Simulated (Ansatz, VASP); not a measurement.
**One calculation of LiF, two programs**

```
CELL_PARAMETERS angstrom
3.06395 0.00000 0.00000
-1.53197 2.65346 0.00000
0.00000 0.00000 5.00849
ATOMIC_POSITIONS crystal
Li 0.16208 0.83792 0.66667
Li 0.16208 0.32416 0.33333
Li 0.67584 0.83792 0.00000
F 0.83792 0.16208 0.66667
F 0.83792 0.67584 0.33333
F 0.32416 0.16208 0.00000
```

Alike in both runs: task relaxation of cell and atoms; functional PBE; k mesh 6 × 6 × 4; occupations gaussian, width 0.1 eV; no spin polarisation.

```csv
,VASP,Ansatz
version,VASP 6.6.1,Ansatz 0.2.0
potentials or method,"VASP PAW PBE potentials, release 64 (Li_sv, F), cutoff 600 eV","scalar-relativistic, plane waves, PAW"
valence electrons in the cell,30,30
```

|  | VASP | Ansatz | Ansatz less VASP |
| --- | --- | --- | --- |
| gap on the k mesh at the Fermi level, each at its own relaxed structure (eV) | 7.08 | 6.74 | -0.340 |
| relaxed volume (Å³/atom) | 9.30 | 11.80 | +2.495 |
| relaxed length of the cell vector where the two differ most in proportion (Å) | 6.271 | 8.289 | +2.0184 |

One of these differences is far larger than is usual between the two programs; its cause wasn't traced.

Noted on VASP's run: the cutoff is under 1.25 times that of the potentials, so the pressure is a little rough; the volume moved by over 15 % at a fixed basis, so the end points are rough.
